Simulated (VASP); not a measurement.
Set up this calculation in VASP 6.6.1, as the native input.

* Task: single point
* Functional: r2SCAN
* Potentials or basis: VASP PAW PBE potentials, release 64 (Os, Se)
* Cutoff: 520 eV
* k mesh: 10 × 10 × 10
* Occupations: gaussian, width 0.05 eV
* Spin: collinear spin
* Starting moments: [0.11, 0.0] μB
* Dipole correction: no
* Further INCAR settings: ALGO = Normal; EDIFF = 1e-07; NBANDS = 18

OsSe:

```
CELL_PARAMETERS angstrom
0.00000 2.73478 2.68008
2.73478 0.00000 2.68008
2.73478 2.73478 0.00000
ATOMIC_POSITIONS crystal
Os 0.00000 0.00000 0.00000
Se 0.25000 0.25000 0.25000
```

The input as run:

POSCAR

```
OsSe
1.0
    0.0000000000      2.7347795838      2.6800839921
    2.7347795838      0.0000000000      2.6800839921
    2.7347795838      2.7347795838      0.0000000000
Os Se
1 1
Direct
    0.0000000000      0.0000000000      0.0000000000
    0.2500000000      0.2500000000      0.2500000000
```

INCAR.step1

```
SYSTEM = OsSe
  ALGO = Normal
  EDIFF = 1E-4
  ENCUT = 520
  GGA = PE
  ISMEAR = 0
  ISPIN = 2
  LASPH = .True.
  LCHARG = .False.
  LMAXMIX = 4
  LREAL = .False.
  LWAVE = .True.
  MAGMOM = 0.11 0
  NBANDS = 18
  NELM = 150
  PREC = Accurate
  SIGMA = 0.05
```

INCAR.step2

```
SYSTEM = OsSe
  ALGO = Normal
  EDIFF = 1E-7
  ENCUT = 520
  ISIF = 2
  ISMEAR = 0
  ISPIN = 2
  ISTART = 1
  LASPH = .True.
  LCHARG = .False.
  LMAXMIX = 4
  LMIXTAU = .True.
  LORBIT = 11
  LREAL = .False.
  LWAVE = .False.
  MAGMOM = 0.11 0
  METAGGA = R2SCAN
  NBANDS = 18
  NELM = 150
  PREC = Accurate
  SIGMA = 0.05
```

KPOINTS

```
k-points
0
Gamma
  10 10 10
  0 0 0
```

Potentials or basis: VASP PAW PBE potentials, release 64 (Os, Se).

Launch:

```sh
$ cat potpaw_PBE.64/Os/POTCAR potpaw_PBE.64/Se/POTCAR > POTCAR
$ cp INCAR.step1 INCAR
$ mpirun -np 1 vasp_std > vasp.out
$ cp INCAR.step2 INCAR
$ mpirun -np 1 vasp_std > vasp.out
```

It gave:

- Pressure: 3.9 GPa
- Band gap on the k mesh: zero (filled and empty bands overlap)
- Net moment: 0.00 μB per cell
- Valence electrons inside the program's atomic spheres: Os 7.43; Se 4.01

Caveat: the cell stands under pressure; the PAW data sets were made with another functional, which shifts forces and pressure a little; spin-orbit coupling is left out, which moves the levels of the heavy elements.

Wall time 16 min on 1 thread of Intel Xeon 8259CL (shared host), peak memory 0.28 GiB.
